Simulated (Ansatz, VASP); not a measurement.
# BP in VASP and in Ansatz

The input INCAR:

```
PREC = Accurate
ENCUT = 520
EDIFF = 1E-6
ISMEAR = -1
SIGMA = 0.02
LREAL = False
LASPH = True
NELM = 60
ALGO = Normal
ISIF = 2
LWAVE = False
LCHARG = False
GGA = PE
NBANDS = 11
```

Contents of KPOINTS:

```
regular mesh
0
Gamma
  10 10 10
```

POSCAR

```
BP
1.0
    0.0000000000      2.1403825531      2.2683155501
    2.2683155501      0.0000000000      2.2683155501
    2.2683155501      2.1403825531      0.0000000000
B P
1 1
Direct
    0.0000000000      0.0000000000      0.0000000000
    0.2500000000      0.2500000000      0.2500000000
```

Input for Ansatz:

```yaml
crystal:
  lattice:
    - [0.0, 2.1403825531, 2.2683155501]
    - [2.2683155501, 0.0, 2.2683155501]
    - [2.2683155501, 2.1403825531, 0.0]
  atoms:
    - { symbol: B, position: [0.0, 0.0, 0.0] }
    - { symbol: P, position: [0.25, 0.25, 0.25] }
kpoints:
  mp_grid: { grid: [10, 10, 10] }
  band_path:
    path:
      - [0.0, 0.0, 0.0]
      - [-0.5, -0.5, 0.0]
      - [-0.375, -0.375, 0.25]
      - [-0.375, 0.0, 0.375]
      - [0.0, 0.0, 0.5]
      - [-0.5, -0.25, 0.25]
      - [0.414062, 0.0, 0.414062]
    npoints: 1
hamiltonian:
  xc: pbe
scf:
  occupations: { method: fermi_dirac, width: 0.02 }
  n_extra_bands: 4
output:
  forces: true
  stress: true
  eigenvalues: true
  write_density: true
  write_potential: true
  elf: true
  volumetric_format: npy
```

Change from the starting cell: uniaxial_y strain -5.6%.

Alike in both runs: task single point; functional PBE; k mesh 10 × 10 × 10; occupations fermi-dirac, width 0.02 eV; no spin polarisation.

```csv
,VASP,Ansatz
version,VASP 6.6.1,Ansatz 0.2.0
potentials or method,"VASP PAW PBE potentials, release 64 (B, P)","plane waves, PAW"
plane-wave cutoff (eV),520,420
valence electrons in the cell,8,8
```

Ansatz gave:

* pressure (GPa): 12.0
* traceless stress, the component that is largest in VASP (GPa): 9.94

Task: Which values does VASP return?

Result: Pressure (GPa): 11.7; traceless stress, the component that is largest in VASP (GPa): 9.95.
